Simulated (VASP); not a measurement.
# LiF (P1) in VASP: notebook

The runs below take LiF through single point, with PBE.

Everything below comes from runs of VASP 6.6.1. Logs are shortened: lines on timing, memory, paths and dates and some standing lists are left out, and cuts for length are marked.

### Step 1. The cell of the first run

The typed cell holds 8 atoms: a = 3.161 Å, b = 4.906 Å, c = 5.347 Å, α = 90.07°, β = 90.54°, γ = 88.91°.

### Step 2. Single point, PBE

INCAR

```
ALGO = Normal ; EDIFF = 1E-6
ENCUT = 520 ; GGA = PE
ISIF = 2 ; ISMEAR = 0
LASPH = T ; LCHARG = T
LELF = T ; LREAL = F
LVHAR = T ; LWAVE = F
NBANDS = 30 ; NELM = 60
PREC = Accurate ; SIGMA = 0.05
```

KPOINTS

```
k-points
0
Gamma
  8 6 4
```

POSCAR

```
LiF
1.0
   -3.1605840920      0.0148305941     -0.0298352172
   -0.0468265877      0.0029492565     -4.9061457127
    0.0256873424     -5.3473156025      0.0032546918
Li F
4 4
Direct
    0.4971975168      0.6185351657      0.1668358789
   -0.0021783458      0.6167517000      0.6663576902
    1.0030748416      0.1195862637      0.3340569260
    0.4994800796      0.1212057298      0.8361382866
    0.5018313738      0.0013511461      0.1658828590
    0.0005214862      0.0070440796      0.6646787863
    0.9996223922      0.5041695049      0.3326382698
    0.5004506555      0.5113644102      0.8334113031
```

Potentials or basis: VASP PAW PBE potentials, release 64 (Li_sv, F).

The run is started by

```bash
> cat potpaw_PBE.64/Li_sv/POTCAR potpaw_PBE.64/F/POTCAR > POTCAR
> mpirun -np 1 vasp_std > vasp.out
```

OUTCAR:

```text
EDIFF = 1E-6
   ENCUT = 520
   GGA = PE
   ISIF = 2
   ISMEAR = 0
   LASPH = T
   LREAL = F
   NELM = 60
   PREC = Accurate

 ion  position               nearest neighbor table
   1  0.497  0.619  0.167-   8 1.86   5 1.88   7 1.89   7 1.91
   2  0.998  0.617  0.666-   7 1.87   8 1.88   8 1.90   6 1.92
   3  0.003  0.120  0.334-   6 1.85   7 1.89   5 1.90   5 1.91
   4  0.499  0.121  0.836-   5 1.86   6 1.91   6 1.91   8 1.91
   5  0.502  0.001  0.166-   4 1.86   1 1.88   3 1.90   3 1.91
   6  0.001  0.007  0.665-   3 1.85   4 1.91   4 1.91   2 1.92
   7  1.000  0.504  0.333-   2 1.87   3 1.89   1 1.89   1 1.91
   8  0.500  0.511  0.833-   1 1.86   2 1.88   2 1.90   4 1.91

  LATTYP: Found a triclinic cell.
 ALAT       =     8.3185584119
 B/A-ratio  =     0.3799648382
 C/A-ratio  =     1.4138134071
 COS(alpha) =     0.0007197879
 COS(beta)  =     0.5847628518
 COS(gamma) =     0.7660373171

  Lattice vectors:

 A1 = (  -6.3468555264,   5.3769767907,  -0.0629251262)
 A2 = (  -3.1605840920,   0.0148305941,  -0.0298352172)
 A3 = (  -0.0045480971,  10.6916819485,   4.8996363291)

Analysis of symmetry for initial positions (statically):
=====================================================================
 Subroutine PRICEL returns:
 Original cell was already a primitive cell.

 Routine SETGRP: Setting up the symmetry group for a
 triclinic supercell.

 Subroutine GETGRP returns: Found  1 space group operations
 (whereof  1 operations were pure point group operations)
 out of a pool of  2 trial point group operations.

The static configuration has the point symmetry C_1 .

Analysis of symmetry for dynamics (positions and initial velocities):
=====================================================================
 Subroutine PRICEL returns:
 Original cell was already a primitive cell.

 Routine SETGRP: Setting up the symmetry group for a
 triclinic supercell.

 Subroutine GETGRP returns: Found  1 space group operations
 (whereof  1 operations were pure point group operations)
 out of a pool of  2 trial point group operations.

The dynamic configuration has the point symmetry C_1 .

 Subroutine INISYM returns: Found  1 space group operations
 (whereof  1 operations are pure point group operations),
 and found     1 'primitive' translations

----------------------------------------------------------------------------------------

                                     Primitive cell

  volume of cell :      82.9076

  direct lattice vectors                    reciprocal lattice vectors
    -3.160584092  0.014830594 -0.029835217    -0.316432839 -0.001518237  0.003019273
    -0.046826588  0.002949257 -4.906145713     0.001923708 -0.000114831 -0.203844418
     0.025687342 -5.347315603  0.003254692    -0.000876554 -0.187013995 -0.000104054

  length of vectors
     3.160759701  4.906370062  5.347378291     0.316450885  0.203853528  0.187016079

  position of ions in fractional coordinates (direct lattice)
     0.497197517  0.618535166  0.166835879
     0.997821654  0.616751700  0.666357690
     0.003074842  0.119586264  0.334056926
     0.499480080  0.121205730  0.836138287
     0.501831374  0.001351146  0.165882859
     0.000521486  0.007044080  0.664678786
     0.999622392  0.504169505  0.332638270
     0.500450656  0.511364410  0.833411303

  ion indices of the primitive-cell ions
   primitive index   ion index
                 1           1
                 2           2
                 3           3
                 4           4
                 5           5
                 6           6
                 7           7
                 8           8

----------------------------------------------------------------------------------------

 KPOINTS: k-points

Automatic generation of k-mesh.
 Grid dimensions read from file:
 generate k-points for:    8    6    4

 Generating k-lattice:

  Cartesian coordinates                     Fractional coordinates (reciprocal lattice)
    -0.039554105 -0.000189780  0.000377409     0.125000000  0.000000000  0.000000000
     0.000320618 -0.000019138 -0.033974070     0.000000000  0.166666667  0.000000000
    -0.000219139 -0.046753499 -0.000026014    -0.000000000 -0.000000000  0.250000000

  Length of vectors
     0.039556361  0.033975588  0.046754020

  Shift w.r.t. Gamma in fractional coordinates (k-lattice)
     0.000000000  0.000000000  0.000000000

 Subroutine IBZKPT returns following result:
 ===========================================

 Found    100 irreducible k-points:

 Following reciprocal coordinates:
            Coordinates               Weight
  0.000000  0.000000  0.000000      1.000000
  0.125000 -0.000000  0.000000      2.000000
  0.250000 -0.000000  0.000000      2.000000
  0.375000 -0.000000  0.000000      2.000000
  0.500000 -0.000000  0.000000      1.000000
  0.000000  0.166667 -0.000000      2.000000
[... 16 lines left out ...]
  0.125000  0.500000  0.000000      2.000000
  0.250000  0.500000  0.000000      2.000000
 [... further k-points ...]
   k-points           NKPTS =    100   k-points in BZ     NKDIM =    100   number of bands    NBANDS=     30
   number of dos      NEDOS =    301   number of ions     NIONS =      8
   total plane-waves  NPLWV =  34560
   dimension x,y,z NGX =    24 NGY =   36 NGZ =   40
   dimension x,y,z NGXF=    48 NGYF=   72 NGZF=   80
   ions per type =               4   4
   NGX,Y,Z   is equivalent  to a cutoff of  12.62, 12.20, 12.44 a.u.
   NGXF,Y,Z  is equivalent  to a cutoff of  25.25, 24.40, 24.87 a.u.
 SYSTEM =  unknown system
   PREC   = accura    normal or accurate (medium, high low for compatibility)
   ISTART =      0    job   : 0-new  1-cont  2-samecut
   ICHARG =      2    charge: 1-file 2-atom 10-const
   ISPIN  =      1    spin polarized calculation?
   LNONCOLLINEAR =      F non collinear calculations
   LSORBIT =      F    spin-orbit coupling
   LASPH  =      T    aspherical Exc in radial PAW
   ENCUT  =  520.0 eV  38.22 Ry    6.18 a.u.   5.88  9.12  9.94*2*pi/ulx,y,z
   NELM   =     60;   NELMIN=  2; NELMDL= -5     # of ELM steps
   EDIFF  = 0.1E-05   stopping-criterion for ELM
   LREAL  =      F    real-space projection
   EDIFFG = 0.1E-04   stopping-criterion for IOM
   NSW    =      0    number of steps for IOM
   IBRION =     -1    ionic relax: 0-MD 1-quasi-New 2-CG
   NFREE  =      0    steps in history (QN), initial steepest desc. (CG)
   ISIF   =      2    stress and relaxation
   ISYM   =      2    0-nonsym 1-usesym 2-fastsym
   POTIM  = 0.5000    time-step for ionic-motion
   TEBEG  =    0.0;   TEEND  =   0.0 temperature during run
   PSTRESS=    0.0 pullay stress
   NELECT =      40.0000    total number of electrons
   NUPDOWN=      -1.0000    fix difference up-down
   EMIN   =  10.00;   EMAX   =-10.00  energy-range for DOS
   EFERMI =   0.00;   METHOD = LEGACY
   ISMEAR =     0;   SIGMA  =   0.05  broadening in eV -4-tet -1-fermi 0-gaus
   EFERMI_NEDOS =   21; number of points for ismear=-14 and -15
   IALGO  =     38    algorithm
   IMIX   =      4    mixing-type and parameters
     AMIX     =   0.40;   BMIX     =  1.00
     AMIX_MAG =   1.60;   BMIX_MAG =  1.00
  volume/ion in A,a.u.               =      10.36        69.94
  Fermi-wavevector in a.u.,A,eV,Ry     =   1.283995  2.426399 22.431150  1.648643
  Thomas-Fermi vector in A             =   2.416215
   LORBIT       =      0    0 simple, 1 ext, 2 COOP (PROOUT), +10 PAW based schemes
   GGA     = PE    functional components
   LHFCALC =     F    Hartree Fock is set to
   AEXX    =    0.0000 exact exchange contribution
   IVDW    =     0    specifies the selected vdW correction
   LEPSILON=     F    determine dielectric tensor
   LRPA    =     F    only Hartree local field effects (RPA)
 non-spin polarized calculation
 Gauss-broadening in eV      SIGMA  =   0.05
  energy-cutoff  :      520.00
  volume of cell :       82.91
 maximum number of plane-waves:      2259
   NGX = 11   NGY = 19   NGZ = 19

 number of electron      39.9999960 magnetization

 Free energy of the ion-electron system (eV)
  ---------------------------------------------------
  ext. energy  EPLUGINS =         0.00000000
  ---------------------------------------------------
  free energy    TOTEN  =       -38.58508711 eV

  energy without entropy =      -38.58508711  energy(sigma->0) =      -38.58508711

 E-fermi :  -2.4055     XC(G=0):  -8.6448

 val. band max:       -2.6583924977   @ k =   0.0000   0.0000   0.0000
 cond. band min:       4.9216247250   @ k =   0.0000   0.0000   0.0000
 fundamental gap:      7.5800172228
 Fermi energy:        -2.4055336693

 k-point     1 :       0.0000    0.0000    0.0000
  band No.  band energies     occupation
      1     -43.2436      2.00000
      2     -43.1932      2.00000
      3     -43.1800      2.00000
      4     -43.1539      2.00000
      5     -22.0329      2.00000
      6     -21.8718      2.00000
[... 22 lines left out ...]
     29      15.4011      0.00000
     30      15.7298      0.00000

 k-point     2 :       0.1250   -0.0000    0.0000
  band No.  band energies     occupation
      1     -43.2418      2.00000
      2     -43.1920      2.00000
      3     -43.1787      2.00000
      4     -43.1534      2.00000
      5     -22.0193      2.00000
      6     -21.8661      2.00000
[... 22 lines left out ...]
     29      14.9368      0.00000
     30      15.1465      0.00000

 k-point     3 :       0.2500   -0.0000    0.0000
  band No.  band energies     occupation
      1     -43.2373      2.00000
      2     -43.1890      2.00000
      3     -43.1758      2.00000
      4     -43.1523      2.00000
      5     -21.9823      2.00000
      6     -21.8539      2.00000
[... 682 lines left out ...]
     29      15.4036      0.00000
     30      15.5995      0.00000

 k-point    24 :       0.2500    0.5000    0.0000
  band No.  band energies     occupation
      1     -43.2352      2.00000
      2     -43.1868      2.00000
      3     -43.1784      2.00000
      4     -43.1539      2.00000
      5     -21.9189      2.00000
      6     -21.8783      2.00000
[... 22 lines left out ...]
     29      15.2362      0.00000
     30      15.4455      0.00000

 [... further k-points ...]

------------------------ aborting loop because EDIFF is reached ----------------------------------------

  FORCE on cell =-STRESS in cart. coord.  units (eV):
  Direction    XX          YY          ZZ          XY          YZ          ZX
  --------------------------------------------------------------------------------------
  -------------------------------------------------------------------------------------
  Total       -0.5799079      0.4920587     -0.1174342      0.1479473     -0.0314898     -0.2605564
  in kB      -11.2066311      9.5089587     -2.2693976      2.8590578     -0.6085360     -5.0352118
  external PRESSURE =      -1.3223567 kB  Pullay stress =       0.0000000 kB

 VOLUME and BASIS-vectors are now :
 -----------------------------------------------------------------------------
  energy-cutoff  :      520.00
  volume of cell :       82.91
      direct lattice vectors                 reciprocal lattice vectors
    -3.160584092  0.014830594 -0.029835217    -0.316432839 -0.001518237  0.003019273
    -0.046826588  0.002949257 -4.906145713     0.001923708 -0.000114831 -0.203844418
     0.025687342 -5.347315603  0.003254692    -0.000876554 -0.187013995 -0.000104054

 POSITION                                       TOTAL-FORCE (eV/Angst)
 -----------------------------------------------------------------------------------
     -1.59611     -0.88293     -3.04891         0.015491     -0.073075     -0.013895
     -3.16546     -3.54661     -3.05348         0.021791     -0.044235     -0.102666
     -0.00674     -1.78591     -0.58571         0.022089      0.093807      0.054032
     -1.56285     -4.46333     -0.60683        -0.011139      0.141755      0.037073
     -1.58188     -0.87958     -0.02106        -0.000143     -0.100076     -0.125208
      0.01510     -3.55422     -0.03241         0.009374     -0.152038     -0.016898
     -3.17445     -1.76241     -2.50227        -0.035977      0.064561      0.014071
     -1.58425     -4.44758     -2.52105        -0.021487      0.069299      0.153492
 -----------------------------------------------------------------------------------
    total drift:                               -0.000222      0.000398     -0.008518

  FREE ENERGIE OF THE ION-ELECTRON SYSTEM (eV)
  ---------------------------------------------------
  free  energy   TOTEN  =       -38.5850871063 eV

  energy  without entropy=      -38.5850871063  energy(sigma->0) =      -38.58508711
```

Wall time 6 min (1 thread of AMD EPYC 7R43 (Zen 3), shared host); peak memory 0.25 GiB.

Results:

| Quantity | Value |
| --- | --- |
| Free energy | -38.5851 eV |
| Largest force | 0.170 eV/Å |
| Band gap on the k mesh | 7.58 eV |

Forces in eV/Å, atoms in the order of the input:
```
Li   0.015 -0.073 -0.014
Li   0.022 -0.044 -0.103
Li   0.022  0.094  0.054
Li  -0.011  0.142  0.037
F    0.000 -0.100 -0.125
F    0.009 -0.152 -0.017
F   -0.036  0.065  0.014
F   -0.021  0.069  0.153
```

Levels at points of the mesh, in eV from the valence-band top:
```tsv
k point	band 16	band 17	band 18	band 19	band 20	band 21	band 22	band 23	band 24	band 25
(0.00, 0.00, 0.00)	-0.42	-0.38	-0.16	-0.12	0.00	7.58	11.08	11.79	12.00	14.59
(0.50, 0.00, 0.00)	-0.81	-0.64	-0.60	-0.42	-0.41	10.82	10.86	12.83	12.88	14.30
(0.00, 0.50, 0.00)	-0.51	-0.34	-0.30	-0.28	-0.24	9.18	9.29	11.00	11.10	14.60
(0.50, 0.50, 0.00)	-0.99	-0.43	-0.38	-0.37	-0.32	11.19	11.28	11.39	11.40	14.19
(0.00, 0.00, 0.50)	-0.70	-0.28	-0.26	-0.19	-0.14	8.89	8.92	12.44	12.49	14.46
(0.50, 0.00, 0.50)	-0.88	-0.52	-0.49	-0.36	-0.32	10.97	11.02	11.96	12.01	14.42
(0.00, 0.50, 0.50)	-0.53	-0.50	-0.50	-0.48	-0.44	9.92	9.99	10.06	10.11	16.01
(0.50, 0.50, 0.50)	-0.60	-0.57	-0.55	-0.51	-0.47	10.87	10.97	11.01	11.08	14.42
```

Caveat: the cutoff is under 1.25 times the usual one of these potentials, so pressure, stress and relaxed cells hold a basis-set (Pulay) error. A k mesh can miss the band edges.

(Part 1 of 2 ends here.)
